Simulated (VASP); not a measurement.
# Pt (I4/mmm) in VASP: further runs

The runs below take Pt through single point, with PBEsol.

Program: VASP 6.6.1. These are calculated values, not measurements. Logs are shortened: lines on timing, memory, paths and dates and some standing lists are left out, and cuts for length are marked.

## 1. The cell of the first run

Symmetry: I4/mmm, No. 139, tetragonal system. Conventional cell: a = 2.770 Å, b = 2.770 Å, c = 3.840 Å, α = 90.00°, β = 90.00°, γ = 90.00°. Within 3.6 Å of Pt (site symmetry 4/mmm) lie 12 Pt at 2.74 to 2.77 Å.

## 2. Single point, PBEsol (strain -0.0200 x Voigt [1, 0, 0, 0, 0, 0])

Input file INCAR:

```
SYSTEM = Pt
PREC = Accurate
ENCUT = 520
EDIFF = 1E-7
ISMEAR = 0
SIGMA = 0.15
LREAL = .FALSE.
LASPH = .TRUE.
NELM = 80
ALGO = Fast
ISIF = 2
LWAVE = .FALSE.
LCHARG = .FALSE.
GGA = PS
NBANDS = 11
```

Input file KPOINTS:

```
regular mesh
0
G
  26 26 26
  0 0 0
```

Input file POSCAR:

```
Pt
1.0
    0.0000000000      1.9590303455      1.9590303455
    1.9198497386      0.0000000000      1.9590303455
    1.9198497386      1.9590303455      0.0000000000
Pt
1
Direct
    0.0000000000      0.0000000000      0.0000000000
```

Potentials or basis: VASP PAW PBE potentials, release 64 (Pt).

On the command line:

```bash
> cat potpaw_PBE.64/Pt/POTCAR > POTCAR
> mpirun -np 1 vasp_std > vasp.out
```

OUTCAR:

```text
SYSTEM = Pt
   PREC = Accurate
   ENCUT = 520
   EDIFF = 1E-7
   ISMEAR = 0
   LREAL = .FALSE.
   LASPH = .TRUE.
   NELM = 80
   ISIF = 2
   GGA = PS

 ion  position               nearest neighbor table
   1  0.000  0.000  0.000-

  LATTYP: Found a body centered tetragonal cell.
 ALAT       =     2.7704872837
 C/A-ratio  =     1.3859292911

  Lattice vectors:

 A1 = (  -1.9198497386,   0.0000000000,  -1.9590303455)
 A2 = (  -1.9198497386,   0.0000000000,   1.9590303455)
 A3 = (   1.9198497386,   1.9590303455,   0.0000000000)

Analysis of symmetry for initial positions (statically):
=====================================================================
 Subroutine PRICEL returns:
 Original cell was already a primitive cell.

 Routine SETGRP: Setting up the symmetry group for a
 body centered tetragonal supercell.

 Subroutine GETGRP returns: Found 16 space group operations
 (whereof 16 operations were pure point group operations)
 out of a pool of 16 trial point group operations.

The static configuration has the point symmetry D_4h.

Analysis of symmetry for dynamics (positions and initial velocities):
=====================================================================
 Subroutine PRICEL returns:
 Original cell was already a primitive cell.

 Routine SETGRP: Setting up the symmetry group for a
 body centered tetragonal supercell.

 Subroutine GETGRP returns: Found 16 space group operations
 (whereof 16 operations were pure point group operations)
 out of a pool of 16 trial point group operations.

The dynamic configuration has the point symmetry D_4h.

 Subroutine INISYM returns: Found 16 space group operations
 (whereof 16 operations are pure point group operations),
 and found     1 'primitive' translations

----------------------------------------------------------------------------------------

                                     Primitive cell

  volume of cell :      14.7360

  direct lattice vectors                    reciprocal lattice vectors
     0.000000000  1.959030345  1.959030345    -0.260437049  0.255228308  0.255228308
     1.919849739  0.000000000  1.959030345     0.260437049 -0.255228308  0.255228308
     1.919849739  1.959030345  0.000000000     0.260437049  0.255228308 -0.255228308

  length of vectors
     2.770487284  2.742922331  2.742922331     0.445095984  0.445095984  0.445095984

  position of ions in fractional coordinates (direct lattice)
     0.000000000  0.000000000  0.000000000

  ion indices of the primitive-cell ions
   primitive index   ion index
                 1           1

----------------------------------------------------------------------------------------

 KPOINTS: regular mesh

Automatic generation of k-mesh.
 Grid dimensions read from file:
 generate k-points for:   26   26   26

 Generating k-lattice:

  Cartesian coordinates                     Fractional coordinates (reciprocal lattice)
    -0.010016810  0.009816473  0.009816473     0.038461538  0.000000000  0.000000000
     0.010016810 -0.009816473  0.009816473     0.000000000  0.038461538  0.000000000
     0.010016810  0.009816473 -0.009816473     0.000000000  0.000000000  0.038461538

  Length of vectors
     0.017119076  0.017119076  0.017119076

  Shift w.r.t. Gamma in fractional coordinates (k-lattice)
     0.000000000  0.000000000  0.000000000

 Subroutine IBZKPT returns following result:
 ===========================================

 Found   1330 irreducible k-points:

 Following reciprocal coordinates:
            Coordinates               Weight
  0.000000  0.000000  0.000000      1.000000
  0.038462  0.000000  0.000000      8.000000
  0.076923  0.000000  0.000000      8.000000
  0.115385  0.000000  0.000000      8.000000
  0.153846  0.000000  0.000000      8.000000
  0.192308  0.000000  0.000000      8.000000
[... 16 lines left out ...]
  0.346154  0.038462  0.000000     16.000000
  0.384615  0.038462  0.000000     16.000000
 [... further k-points ...]
   k-points           NKPTS =   1330   k-points in BZ     NKDIM =   1330   number of bands    NBANDS=     11
   number of dos      NEDOS =    301   number of ions     NIONS =      1
   total plane-waves  NPLWV =   9600
   dimension x,y,z NGX =    24 NGY =   20 NGZ =   20
   dimension x,y,z NGXF=    48 NGYF=   40 NGZF=   40
   ions per type =               1
   NGX,Y,Z   is equivalent  to a cutoff of  14.40, 12.12, 12.12 a.u.
   NGXF,Y,Z  is equivalent  to a cutoff of  28.80, 24.24, 24.24 a.u.
 SYSTEM =  Pt
   PREC   = accura    normal or accurate (medium, high low for compatibility)
   ISTART =      0    job   : 0-new  1-cont  2-samecut
   ICHARG =      2    charge: 1-file 2-atom 10-const
   ISPIN  =      1    spin polarized calculation?
   LNONCOLLINEAR =      F non collinear calculations
   LSORBIT =      F    spin-orbit coupling
   LASPH  =      T    aspherical Exc in radial PAW
   ENCUT  =  520.0 eV  38.22 Ry    6.18 a.u.   5.15  5.10  5.10*2*pi/ulx,y,z
   NELM   =     80;   NELMIN=  2; NELMDL= -5     # of ELM steps
   EDIFF  = 0.1E-06   stopping-criterion for ELM
   LREAL  =      F    real-space projection
   EDIFFG = 0.1E-05   stopping-criterion for IOM
   NSW    =      0    number of steps for IOM
   IBRION =     -1    ionic relax: 0-MD 1-quasi-New 2-CG
   NFREE  =      0    steps in history (QN), initial steepest desc. (CG)
   ISIF   =      2    stress and relaxation
   ISYM   =      2    0-nonsym 1-usesym 2-fastsym
   POTIM  = 0.5000    time-step for ionic-motion
   TEBEG  =    0.0;   TEEND  =   0.0 temperature during run
   PSTRESS=    0.0 pullay stress
   NELECT =      10.0000    total number of electrons
   NUPDOWN=      -1.0000    fix difference up-down
   EMIN   =  10.00;   EMAX   =-10.00  energy-range for DOS
   EFERMI =   0.00;   METHOD = LEGACY
   ISMEAR =     0;   SIGMA  =   0.15  broadening in eV -4-tet -1-fermi 0-gaus
   EFERMI_NEDOS =   21; number of points for ismear=-14 and -15
   IALGO  =     68    algorithm
   IMIX   =      4    mixing-type and parameters
     AMIX     =   0.40;   BMIX     =  1.00
     AMIX_MAG =   1.60;   BMIX_MAG =  1.00
  volume/ion in A,a.u.               =      14.74        99.44
  Fermi-wavevector in a.u.,A,eV,Ry     =   1.438627  2.718611 28.159279  2.069649
  Thomas-Fermi vector in A             =   2.557573
   LORBIT       =      0    0 simple, 1 ext, 2 COOP (PROOUT), +10 PAW based schemes
   GGA     = PS    functional components
   LHFCALC =     F    Hartree Fock is set to
   AEXX    =    0.0000 exact exchange contribution
   IVDW    =     0    specifies the selected vdW correction
   LEPSILON=     F    determine dielectric tensor
   LRPA    =     F    only Hartree local field effects (RPA)
 non-spin polarized calculation
 RMM-DIIS sequential band-by-band and
 Gauss-broadening in eV      SIGMA  =   0.15
  energy-cutoff  :      520.00
  volume of cell :       14.74
 maximum number of plane-waves:       407
 NGX is ok and might be reduce to    24
   NGX = 11   NGY = 11   NGZ = 11

 number of electron      10.0000001 magnetization

 Free energy of the ion-electron system (eV)
  ---------------------------------------------------
  ext. energy  EPLUGINS =         0.00000000
  ---------------------------------------------------
  free energy    TOTEN  =        -6.96735391 eV

  energy without entropy =       -6.94639594  energy(sigma->0) =       -6.95687492

 E-fermi :  11.5469     XC(G=0): -13.7654

 val. band max:       11.5465417512   @ k =   0.3846   0.1538   0.0769
 cond. band min:      11.5505934790   @ k =   0.3077   0.4615   0.0385
 fundamental gap:      0.0040517279
 Fermi energy:        11.5468784915

 k-point     1 :       0.0000    0.0000    0.0000
  band No.  band energies     occupation
      1       0.9876      2.00000
      2       7.5187      2.00000
      3       7.5187      2.00000
      4       7.7612      2.00000
      5       9.7137      2.00000
      6      10.0008      2.00000
      7      26.1113      0.00000
      8      31.0103      0.00000
      9      31.0103      0.00000
     10      31.5681      0.00000
     11      36.5881      0.00000

 k-point     2 :       0.0385    0.0000    0.0000
  band No.  band energies     occupation
      1       1.0489      2.00000
      2       7.5071      2.00000
      3       7.5438      2.00000
      4       7.7689      2.00000
      5       9.7006      2.00000
      6       9.9842      2.00000
      7      26.2098      0.00000
      8      30.7691      0.00000
      9      31.1056      0.00000
     10      31.5572      0.00000
     11      36.9831      0.00000

 k-point     3 :       0.0769    0.0000    0.0000
  band No.  band energies     occupation
      1       1.2304      2.00000
      2       7.4551      2.00000
      3       7.6146      2.00000
      4       7.8114      2.00000
      5       9.6676      2.00000
      6       9.9395      2.00000
      7      26.4933      0.00000
      8      30.0014      0.00000
      9      31.3877      0.00000
     10      31.7781      0.00000
     11      37.8671      0.00000

 k-point     4 :       0.1154    0.0000    0.0000
  band No.  band energies     occupation
      1       1.5236      2.00000
      2       7.3573      2.00000
      3       7.7158      2.00000
      4       7.8985      2.00000
      5       9.6334      2.00000
      6       9.8840      2.00000
      7      26.9229      0.00000
      8      28.9875      0.00000
      9      31.8447      0.00000
     10      32.2216      0.00000
     11      38.2363      0.00000
[... 239 lines left out ...]
 k-point    22 :       0.3077    0.0385   -0.0000
  band No.  band energies     occupation
      1       3.5691      2.00000
      2       7.4528      2.00000
      3       7.7840      2.00000
      4       8.0552      2.00000
      5      10.2214      2.00000
      6      10.5769      2.00000
      7      23.4404      0.00000
      8      27.5475      0.00000
      9      33.1538      0.00000
     10      34.2601      0.00000
     11      35.8620      0.00000

 k-point    23 :       0.3462    0.0385    0.0000
  band No.  band energies     occupation
      1       3.8093      2.00000
      2       7.6569      2.00000
      3       7.9541      2.00000
      4       7.9861      2.00000
      5      10.6095      2.00000
      6      10.8725      2.00000
      7      22.0279      0.00000
      8      27.0015      0.00000
      9      32.4426      0.00000
     10      33.3679      0.00000
     11      36.7575      0.00000

 k-point    24 :       0.3846    0.0385    0.0000
  band No.  band energies     occupation
      1       3.9287      2.00000
      2       7.5560      2.00000
      3       7.8596      2.00000
      4       8.6714      2.00000
      5      11.0141      2.00000
      6      11.1603      1.99973
      7      20.6038      0.00000
      8      26.5030      0.00000
      9      31.6939      0.00000
     10      32.3833      0.00000
     11      37.9754      0.00000

 [... further k-points ...]

------------------------ aborting loop because EDIFF is reached ----------------------------------------

  FORCE on cell =-STRESS in cart. coord.  units (eV):
  Direction    XX          YY          ZZ          XY          YZ          ZX
  --------------------------------------------------------------------------------------
  -------------------------------------------------------------------------------------
  Total        0.6749780      0.4756529      0.4756529      0.0000000      0.0000000     -0.0000000
  in kB       73.3872566     51.7155511     51.7155511      0.0000000      0.0000000     -0.0000000
  external PRESSURE =      58.9394529 kB  Pullay stress =       0.0000000 kB

 VOLUME and BASIS-vectors are now :
 -----------------------------------------------------------------------------
  energy-cutoff  :      520.00
  volume of cell :       14.74
      direct lattice vectors                 reciprocal lattice vectors
     0.000000000  1.959030345  1.959030345    -0.260437049  0.255228308  0.255228308
     1.919849739  0.000000000  1.959030345     0.260437049 -0.255228308  0.255228308
     1.919849739  1.959030345  0.000000000     0.260437049  0.255228308 -0.255228308

 POSITION                                       TOTAL-FORCE (eV/Angst)
 -----------------------------------------------------------------------------------
      0.00000      0.00000      0.00000         0.000000      0.000000     -0.000000
 -----------------------------------------------------------------------------------
    total drift:                                0.000000      0.000000      0.000000

  FREE ENERGIE OF THE ION-ELECTRON SYSTEM (eV)
  ---------------------------------------------------
  free  energy   TOTEN  =        -6.9673539058 eV

  energy  without entropy=       -6.9463959369  energy(sigma->0) =       -6.95687492
```

It took 97 s on 1 thread of Intel Xeon Platinum 8488C (Sapphire Rapids), shared host; peak memory 0.32 GiB.

What came out:

```yaml
Free_energy: -6.9674 eV
Pressure: 5.9 GPa
Band_gap_on_the_k_mesh: zero (bands 5 and 6 overlap by 2.39 eV)
```

Levels at points of the mesh, in eV from the Fermi level:
```tsv
k point	band 1	band 2	band 3	band 4	band 5	band 6	band 7	band 8	band 9	band 10
(0.00, 0.00, 0.00)	-10.56	-4.03	-4.03	-3.79	-1.83	-1.55	14.56	19.46	19.46	20.02
(0.50, 0.00, 0.00)	-7.62	-4.14	-3.89	-0.64	-0.01	0.11	5.99	14.11	18.91	19.31
(0.50, 0.50, 0.00)	-7.38	-6.89	0.03	0.41	0.61	1.53	8.91	11.46	11.61	20.49
(0.00, 0.50, 0.50)	-7.35	-6.90	0.01	0.53	0.53	1.94	9.45	11.16	11.16	20.20
```

Caveat: the cell differs from its parent crystal (strain -0.0200 x Voigt [1, 0, 0, 0, 0, 0]); the cell stands under pressure; the PAW data sets were made with another functional, which shifts forces and pressure a little; spin-orbit coupling is left out, which moves the levels of the heavy elements.

## 3. Single point, PBEsol (strain -0.0100 x Voigt [1, 0, 0, 0, 0, 0])

Input file INCAR:

```
PREC = Accurate
ENCUT = 520
EDIFF = 1E-7
ISMEAR = 0
SIGMA = 0.15
LREAL = F
LASPH = T
NELM = 80
ALGO = Fast
ISIF = 2
LWAVE = F
LCHARG = F
GGA = PS
NBANDS = 11
```

Input file KPOINTS:

```
regular mesh
0
Gamma
  26 26 26
```

Input file POSCAR:

```
Pt
1.0
    0.0000000000      1.9590303455      1.9590303455
    1.9394400420      0.0000000000      1.9590303455
    1.9394400420      1.9590303455      0.0000000000
Pt
1
Direct
    0.0000000000      0.0000000000      0.0000000000
```

Potentials or basis: VASP PAW PBE potentials, release 64 (Pt).

On the command line:

```bash
> cat potpaw_PBE.64/Pt/POTCAR > POTCAR
> mpirun -np 1 vasp_std > vasp.out
```

Run time: 2.2 min. Hardware: 1 thread of Intel Xeon Platinum 8488C (Sapphire Rapids), shared host; peak memory 0.33 GiB.

Results (log left out):

| Item | Value |
| --- | --- |
| Free energy | -6.9725 eV |
| Pressure | 2.7 GPa |
| Band gap on the k mesh | zero (bands 5 and 6 overlap by 2.28 eV) |

Stress tensor (GPa, compression positive):
```
3.41 0.00 0.00
0.00 2.33 0.00
0.00 0.00 2.33
```

Levels at points of the mesh, in eV from the Fermi level:
```
           k point  band 3  band 4  band 5  band 6  band 7  band 8
(0.00, 0.00, 0.00)   -3.93   -3.81   -1.73   -1.59   14.59   19.53
(0.50, 0.00, 0.00)   -3.89   -0.60    0.02    0.08    5.90   14.14
(0.50, 0.50, 0.00)    0.02    0.46    0.55    1.62    8.89   11.40
(0.00, 0.50, 0.50)    0.02    0.51    0.51    1.82    9.15   11.25
```

Caveat: the cell differs from its parent crystal (strain -0.0100 x Voigt [1, 0, 0, 0, 0, 0]); the PAW data sets were made with another functional, which shifts forces and pressure a little; spin-orbit coupling is left out, which moves the levels of the heavy elements.

## 4. Single point, PBEsol (strain +0.0150 x Voigt [1, 0, 0, 0, 0, 0])

INCAR: that of step 3 with these lines changed.

```diff
@@ -7,3 +7,3 @@
 LASPH = T
-NELM = 80
+NELM = 100
 ALGO = Fast
```

KPOINTS is that of step 3.

Input file POSCAR:

```
Pt
1.0
    0.0000000000      1.9590303455      1.9590303455
    1.9884158007      0.0000000000      1.9590303455
    1.9884158007      1.9590303455      0.0000000000
Pt
1
Direct
    0.0000000000      0.0000000000      0.0000000000
```

On the command line:

```bash
> cat potpaw_PBE.64/Pt/POTCAR > POTCAR
> mpirun -np 1 vasp_std > vasp.out
```

Wall time 2.3 min (1 thread of Intel Xeon Platinum 8488C (Sapphire Rapids), shared host); peak memory 0.34 GiB.

Results (log left out):

- Free energy: -6.9701 eV
- Pressure: -4.4 GPa
- Band gap on the k mesh: zero (bands 5 and 6 overlap by 2.22 eV)

Stress tensor (GPa, compression positive):
```
-5.43  0.00  0.00
 0.00 -3.86  0.00
 0.00  0.00 -3.86
```

Levels at points of the mesh, in eV from the Fermi level:
```csv
k point,band 3,band 4,band 5,band 6,band 7,band 8
"(0.00, 0.00, 0.00)",-3.67,-3.67,-1.70,-1.49,14.66,19.30
"(0.50, 0.00, 0.00)",-3.70,-0.50,0.00,0.08,5.71,14.20
"(0.50, 0.50, 0.00)",0.01,0.41,0.56,1.83,8.83,11.16
"(0.00, 0.50, 0.50)",0.03,0.47,0.47,1.55,8.45,11.48
```

Caveat: the cell differs from its parent crystal (strain +0.0150 x Voigt [1, 0, 0, 0, 0, 0]); the cell stands under tension; the PAW data sets were made with another functional, which shifts forces and pressure a little; spin-orbit coupling is left out, which moves the levels of the heavy elements.

## 5. The runs side by side

| cell | gap on the mesh (eV) | pressure (GPa) |
| --- | --- | --- |
| a = 2.770, b = 2.743, c = 2.743 Å, angles 60.7, 59.7, 59.7°, 1 atom | none | 5.9 |
| a = 2.770, b = 2.757, c = 2.757 Å, angles 60.3, 59.8, 59.8°, 1 atom | none | 2.7 |
| a = 2.770, b = 2.791, c = 2.791 Å, angles 59.5, 60.2, 60.2°, 1 atom | none | -4.4 |

Alike in all rows: task single point; level PBEsol; potentials or basis VASP PAW PBE potentials, release 64 (Pt); no spin polarisation; k mesh 26 × 26 × 26; cutoff (eV) 520; smearing gaussian 0.15 eV.

Caveats: the PAW data sets were made with another functional, which shifts forces and pressure a little; spin-orbit coupling is left out, which moves the levels of the heavy elements; the cell stands under pressure (at least some runs); the cell stands under tension (at least some runs).

Absolute energies hang on the potentials; compare differences alone.
